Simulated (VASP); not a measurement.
Write the native input for VASP 6.6.1 that does the following.

```
Task                   : single point
Functional             : r2SCAN
Potentials or basis    : VASP PAW PBE potentials, release 64 (Na_pv, H)
Cutoff                 : 520 eV
k mesh                 : 10 × 10 × 10
Occupations            : fermi-dirac, width 0.2 eV
Spin                   : no spin polarisation
Dipole correction      : no
Further INCAR settings : ALGO = Normal; EDIFF = 1e-07; NBANDS = 11
```

The system is NaH.

```xyz
2
Lattice="0.0000 2.4018 2.6023 2.4018 0.0000 2.6023 2.4018 2.4018 0.0000" Properties=species:S:1:pos:R:3 pbc="T T T"
Na    0.0000    0.0000    0.0000
H     2.4018    2.4018    2.6023
```

This cell differs from its parent crystal: volume 15.012 Å^3 an atom, c/a of the conventional cell 1.0835.

The input as run:

POSCAR

```
NaH
1.0
    0.0000000000      2.4017983752      2.6023485395
    2.4017983752      0.0000000000      2.6023485395
    2.4017983752      2.4017983752      0.0000000000
Na H
1 1
Direct
    0.0000000000      0.0000000000      0.0000000000
    0.5000000000      0.5000000000      0.5000000000
```

INCAR.step1

```
SYSTEM = NaH
PREC     = Accurate       ! precision mode
ENCUT    = 520            ! plane-wave cutoff, eV
ISMEAR   = -1             ! smearing method
SIGMA    = 0.2            ! smearing width, eV
LREAL    = .FALSE.        ! projectors in reciprocal space
LASPH    = .TRUE.         ! aspherical terms in the spheres
NELM     = 80             ! most SCF steps
NBANDS   = 11             ! bands
GGA      = PE             ! functional
ALGO     = Normal         ! electronic algorithm
EDIFF    = 1E-4           ! SCF threshold, eV
LWAVE    = .TRUE.         ! write WAVECAR
LCHARG   = .FALSE.        ! write CHGCAR
```

INCAR.step2

```
SYSTEM = NaH
PREC     = Accurate       ! precision mode
ENCUT    = 520            ! plane-wave cutoff, eV
EDIFF    = 1E-7           ! SCF threshold, eV
ISMEAR   = -1             ! smearing method
SIGMA    = 0.2            ! smearing width, eV
LREAL    = .FALSE.        ! projectors in reciprocal space
LASPH    = .TRUE.         ! aspherical terms in the spheres
NELM     = 80             ! most SCF steps
ALGO     = Normal         ! electronic algorithm
ISIF     = 2              ! what is computed and relaxed
LWAVE    = .FALSE.        ! write WAVECAR
LCHARG   = .FALSE.        ! write CHGCAR
METAGGA  = R2SCAN         ! meta-GGA
LMIXTAU  = .TRUE.       
NBANDS   = 11             ! bands
ISTART   = 1
```

KPOINTS

```
regular mesh
0
G
  10 10 10
  0 0 0
```

Potentials or basis: VASP PAW PBE potentials, release 64 (Na_pv, H).

Command:

```sh
$ cat potpaw_PBE.64/Na_pv/POTCAR potpaw_PBE.64/H/POTCAR > POTCAR
$ cp INCAR.step1 INCAR
$ mpirun -np 1 vasp_std > vasp.out
$ cp INCAR.step2 INCAR
$ mpirun -np 1 vasp_std > vasp.out
```

Results of the run:

```json
{
  "Pressure": "-1.8 GPa",
  "Band gap on the k mesh": "4.22 eV, indirect (least direct gap 4.89 eV)"
}
```

Caveat: the PAW data sets were made with another functional, which shifts forces and pressure a little.

It took 63 s on 1 thread of Intel(R) Xeon(R) 6975P-C (Granite Rapids), on a shared host, peak memory 0.17 GiB.
